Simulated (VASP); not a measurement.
# Ir (P6/mmm) in VASP: a series of runs

The runs below take Ir through single point, with RPBE.

All numbers are computed with VASP 6.6.1; they aren't measurements. Logs are shortened: lines on timing, memory, paths and dates and some standing lists are left out, and cuts for length are marked.

## (1) The cell of the first run

The structure is hexagonal, space group P6/mmm (No. 191). The conventional cell has a = 4.397 Å, b = 4.397 Å, c = 2.717 Å, α = 90.00°, β = 90.00°, γ = 120.00°. Ir (site symmetry 6/mmm) has 14 Ir at 2.72 to 2.88 Å within 3.6 Å. Within 3.4 Å of Ir (site symmetry -6m2) lie 11 Ir at 2.54 to 2.88 Å.

This isn't the form of Ir at room conditions, which is fcc.

## (2) Single point, RPBE

Input file INCAR:

```
SYSTEM = Ir
PREC = Accurate
ENCUT = 520
EDIFF = 1E-6
ISMEAR = -1
SIGMA = 0.1
LREAL = .False.
LASPH = .True.
NELM = 60
ALGO = Normal
ISIF = 2
LWAVE = .False.
LCHARG = .False.
GGA = RP
NBANDS = 20
```

Input file KPOINTS:

```
Automatic mesh
0
Gamma
  9 9 12
  0 0 0
```

Input file POSCAR:

```
Ir
1.0
    4.3970250160      0.0000000000      0.0000000000
   -2.1985125080      3.8079353649      0.0000000000
    0.0000000000      0.0000000000      2.7169351413
Ir
3
Direct
    0.0000000000      0.0000000000      0.0000000000
    0.3333333333      0.6666666667      0.5000000000
    0.6666666667      0.3333333333      0.5000000000
```

Potentials or basis: VASP PAW PBE potentials, release 64 (Ir).

Run with:

```console
> cat potpaw_PBE.64/Ir/POTCAR > POTCAR
> mpirun -np 1 vasp_std > vasp.out
```

OUTCAR:

```text
SYSTEM = Ir
   PREC = Accurate
   ENCUT = 520
   EDIFF = 1E-6
   ISMEAR = -1
   LREAL = .False.
   LASPH = .True.
   NELM = 60
   ISIF = 2
   GGA = RP

 ion  position               nearest neighbor table
   1  0.000  0.000  0.000-   2 2.88   3 2.88   2 2.88   3 2.88   2 2.88   2 2.88   3 2.88   3 2.88
                             3 2.88   3 2.88   2 2.88   2 2.88
   2  0.333  0.667  0.500-   3 2.54   3 2.54   3 2.54   1 2.88   1 2.88   1 2.88   1 2.88   1 2.88
                             1 2.88
   3  0.667  0.333  0.500-   2 2.54   2 2.54   2 2.54   1 2.88   1 2.88   1 2.88   1 2.88   1 2.88
                             1 2.88

  LATTYP: Found a hexagonal cell.
 ALAT       =     4.3970250160
 C/A-ratio  =     0.6179030439

  Lattice vectors:

 A1 = (   4.3970250160,   0.0000000000,   0.0000000000)
 A2 = (  -2.1985125080,   3.8079353649,   0.0000000000)
 A3 = (   0.0000000000,   0.0000000000,   2.7169351413)

Analysis of symmetry for initial positions (statically):
=====================================================================
 Subroutine PRICEL returns:
 Original cell was already a primitive cell.

 Routine SETGRP: Setting up the symmetry group for a
 hexagonal supercell.

 Subroutine GETGRP returns: Found 24 space group operations
 (whereof 24 operations were pure point group operations)
 out of a pool of 24 trial point group operations.

The static configuration has the point symmetry D_6h.

Analysis of symmetry for dynamics (positions and initial velocities):
=====================================================================
 Subroutine PRICEL returns:
 Original cell was already a primitive cell.

 Routine SETGRP: Setting up the symmetry group for a
 hexagonal supercell.

 Subroutine GETGRP returns: Found 24 space group operations
 (whereof 24 operations were pure point group operations)
 out of a pool of 24 trial point group operations.

The dynamic configuration has the point symmetry D_6h.

 Subroutine INISYM returns: Found 24 space group operations
 (whereof 24 operations are pure point group operations),
 and found     1 'primitive' translations

----------------------------------------------------------------------------------------

                                     Primitive cell

  volume of cell :      45.4912

  direct lattice vectors                    reciprocal lattice vectors
     4.397025016  0.000000000  0.000000000     0.227426498  0.131304750  0.000000000
    -2.198512508  3.807935365  0.000000000     0.000000000  0.262609499  0.000000000
     0.000000000  0.000000000  2.716935141     0.000000000  0.000000000  0.368061786

  length of vectors
     4.397025016  4.397025016  2.716935141     0.262609499  0.262609499  0.368061786

  position of ions in fractional coordinates (direct lattice)
     0.000000000  0.000000000  0.000000000
     0.333333333  0.666666667  0.500000000
     0.666666667  0.333333333  0.500000000

  ion indices of the primitive-cell ions
   primitive index   ion index
                 1           1
                 2           2
                 3           3

----------------------------------------------------------------------------------------

 KPOINTS: Automatic mesh

Automatic generation of k-mesh.
 Grid dimensions read from file:
 generate k-points for:    9    9   12

 Generating k-lattice:

  Cartesian coordinates                     Fractional coordinates (reciprocal lattice)
     0.025269611  0.014589417  0.000000000     0.111111111  0.000000000  0.000000000
     0.000000000  0.029178833  0.000000000     0.000000000  0.111111111  0.000000000
     0.000000000  0.000000000  0.030671815     0.000000000  0.000000000  0.083333333

  Length of vectors
     0.029178833  0.029178833  0.030671815

  Shift w.r.t. Gamma in fractional coordinates (k-lattice)
     0.000000000  0.000000000  0.000000000

 Subroutine IBZKPT returns following result:
 ===========================================

 Found     84 irreducible k-points:

 Following reciprocal coordinates:
            Coordinates               Weight
  0.000000  0.000000  0.000000      1.000000
  0.111111  0.000000  0.000000      6.000000
  0.222222  0.000000  0.000000      6.000000
  0.333333  0.000000  0.000000      6.000000
  0.444444  0.000000  0.000000      6.000000
  0.111111  0.111111  0.000000      6.000000
[... 16 lines left out ...]
  0.333333  0.222222  0.083333     24.000000
  0.333333  0.333333  0.083333      4.000000
 [... further k-points ...]
   k-points           NKPTS =     84   k-points in BZ     NKDIM =     84   number of bands    NBANDS=     20
   number of dos      NEDOS =    301   number of ions     NIONS =      3
   total plane-waves  NPLWV =  25920
   dimension x,y,z NGX =    36 NGY =   36 NGZ =   20
   dimension x,y,z NGXF=    72 NGYF=   72 NGZF=   40
   ions per type =               3
   NGX,Y,Z   is equivalent  to a cutoff of  13.61, 13.61, 12.24 a.u.
   NGXF,Y,Z  is equivalent  to a cutoff of  27.22, 27.22, 24.48 a.u.
 SYSTEM =  Ir
   PREC   = accura    normal or accurate (medium, high low for compatibility)
   ISTART =      0    job   : 0-new  1-cont  2-samecut
   ICHARG =      2    charge: 1-file 2-atom 10-const
   ISPIN  =      1    spin polarized calculation?
   LNONCOLLINEAR =      F non collinear calculations
   LSORBIT =      F    spin-orbit coupling
   LASPH  =      T    aspherical Exc in radial PAW
   ENCUT  =  520.0 eV  38.22 Ry    6.18 a.u.   8.18  8.18  5.05*2*pi/ulx,y,z
   NELM   =     60;   NELMIN=  2; NELMDL= -5     # of ELM steps
   EDIFF  = 0.1E-05   stopping-criterion for ELM
   LREAL  =      F    real-space projection
   EDIFFG = 0.1E-04   stopping-criterion for IOM
   NSW    =      0    number of steps for IOM
   IBRION =     -1    ionic relax: 0-MD 1-quasi-New 2-CG
   NFREE  =      0    steps in history (QN), initial steepest desc. (CG)
   ISIF   =      2    stress and relaxation
   ISYM   =      2    0-nonsym 1-usesym 2-fastsym
   POTIM  = 0.5000    time-step for ionic-motion
   TEBEG  =    0.0;   TEEND  =   0.0 temperature during run
   PSTRESS=    0.0 pullay stress
   NELECT =      27.0000    total number of electrons
   NUPDOWN=      -1.0000    fix difference up-down
   EMIN   =  10.00;   EMAX   =-10.00  energy-range for DOS
   EFERMI =   0.00;   METHOD = LEGACY
   ISMEAR =    -1;   SIGMA  =   0.10  broadening in eV -4-tet -1-fermi 0-gaus
   EFERMI_NEDOS =   21; number of points for ismear=-14 and -15
   IALGO  =     38    algorithm
   IMIX   =      4    mixing-type and parameters
     AMIX     =   0.40;   BMIX     =  1.00
     AMIX_MAG =   1.60;   BMIX_MAG =  1.00
  volume/ion in A,a.u.               =      15.16       102.33
  Fermi-wavevector in a.u.,A,eV,Ry     =   1.375794  2.599874 25.753241  1.892810
  Thomas-Fermi vector in A             =   2.501098
   LORBIT       =      0    0 simple, 1 ext, 2 COOP (PROOUT), +10 PAW based schemes
   GGA     = RP    functional components
   LHFCALC =     F    Hartree Fock is set to
   AEXX    =    0.0000 exact exchange contribution
   IVDW    =     0    specifies the selected vdW correction
   LEPSILON=     F    determine dielectric tensor
   LRPA    =     F    only Hartree local field effects (RPA)
 non-spin polarized calculation
  energy-cutoff  :      520.00
  volume of cell :       45.49
 maximum number of plane-waves:      1258
 NGX is ok and might be reduce to    36
   NGX = 17   NGY = 17   NGZ = 11

 number of electron      26.9999999 magnetization

 Free energy of the ion-electron system (eV)
  ---------------------------------------------------
  ext. energy  EPLUGINS =         0.00000000
  ---------------------------------------------------
  free energy    TOTEN  =       -23.68459214 eV

  energy without entropy =      -23.52472439  energy(sigma->0) =      -23.60465827

 E-fermi :   9.3150     XC(G=0): -13.5143

 val. band max:        9.3129930474   @ k =   0.3333   0.1111   0.0833
 cond. band min:       9.3296459675   @ k =   0.2222   0.2222   0.0833
 fundamental gap:      0.0166529201
 Fermi energy:         9.3150276465

 k-point     1 :       0.0000    0.0000    0.0000
  band No.  band energies     occupation
      1      -1.0398      2.00000
      2       2.6340      2.00000
      3       4.8009      2.00000
      4       5.0328      2.00000
      5       5.0328      2.00000
      6       5.0461      2.00000
[... 12 lines left out ...]
     19      17.5324      0.00000
     20      17.5327      0.00000

 k-point     2 :       0.1111    0.0000    0.0000
  band No.  band energies     occupation
      1      -0.8555      2.00000
      2       2.6872      2.00000
      3       4.1450      2.00000
      4       4.5622      2.00000
      5       4.6373      2.00000
      6       5.3261      2.00000
[... 12 lines left out ...]
     19      15.8462      0.00000
     20      17.0541      0.00000

 k-point     3 :       0.2222    0.0000    0.0000
  band No.  band energies     occupation
      1      -0.3248      2.00000
      2       2.7209      2.00000
      3       3.4054      2.00000
      4       4.1666      2.00000
      5       4.2957      2.00000
      6       5.2262      2.00000
[... 12 lines left out ...]
     19      16.0224      0.00000
     20      18.1567      0.00000

 k-point     4 :       0.3333    0.0000    0.0000
  band No.  band energies     occupation
      1       0.4821      2.00000
      2       2.3284      2.00000
      3       3.1577      2.00000
      4       3.8161      2.00000
      5       4.2098      2.00000
      6       4.9355      2.00000
[... 429 lines left out ...]
 k-point    23 :       0.3333    0.2222    0.0833
  band No.  band energies     occupation
      1       1.6112      2.00000
      2       2.1727      2.00000
      3       2.5007      2.00000
      4       4.2939      2.00000
      5       4.5501      2.00000
      6       4.9191      2.00000
[... 12 lines left out ...]
     19      18.9911      0.00000
     20      21.1703      0.00000

 k-point    24 :       0.3333    0.3333    0.0833
  band No.  band energies     occupation
      1       1.6547      2.00000
      2       2.3314      2.00000
      3       2.3314      2.00000
      4       4.5017      2.00000
      5       4.5017      2.00000
      6       4.9523      2.00000
[... 12 lines left out ...]
     19      20.5596      0.00000
     20      21.5572      0.00000

 [... further k-points ...]

------------------------ aborting loop because EDIFF is reached ----------------------------------------

  FORCE on cell =-STRESS in cart. coord.  units (eV):
  Direction    XX          YY          ZZ          XY          YZ          ZX
  --------------------------------------------------------------------------------------
  -------------------------------------------------------------------------------------
  Total        0.0939461      0.0939461      0.0383245      0.0000000      0.0000000      0.0000000
  in kB        3.3087312      3.3087312      1.3497702      0.0000000      0.0000000      0.0000000
  external PRESSURE =       2.6557442 kB  Pullay stress =       0.0000000 kB

 VOLUME and BASIS-vectors are now :
 -----------------------------------------------------------------------------
  energy-cutoff  :      520.00
  volume of cell :       45.49
      direct lattice vectors                 reciprocal lattice vectors
     4.397025016  0.000000000  0.000000000     0.227426498  0.131304750  0.000000000
    -2.198512508  3.807935365  0.000000000     0.000000000  0.262609499  0.000000000
     0.000000000  0.000000000  2.716935141     0.000000000  0.000000000  0.368061786

 POSITION                                       TOTAL-FORCE (eV/Angst)
 -----------------------------------------------------------------------------------
      0.00000      0.00000      0.00000        -0.000000      0.000000      0.000000
     -0.00000      2.53862      1.35847        -0.000000      0.000000     -0.000000
      2.19851      1.26931      1.35847         0.000000      0.000000      0.000000
 -----------------------------------------------------------------------------------
    total drift:                                0.000000      0.000000     -0.000000

  FREE ENERGIE OF THE ION-ELECTRON SYSTEM (eV)
  ---------------------------------------------------
  free  energy   TOTEN  =       -23.6845921438 eV

  energy  without entropy=      -23.5247243884  energy(sigma->0) =      -23.60465827
```

It took 48 s on 1 thread of Intel Xeon Platinum 8259CL at 2.50GHz (Skylake/Cascade Lake), shared host; peak memory 0.21 GiB.

Results:

```
Free energy            : -23.6846 eV
Pressure               : 0.3 GPa
Band gap on the k mesh : zero (an odd number of electrons rules out a gap without spin polarisation)
```

Caveat: the PAW data sets were made with another functional, which shifts forces and pressure a little; spin-orbit coupling is left out, which moves the levels of the heavy elements.

[end of part 1 of 2]
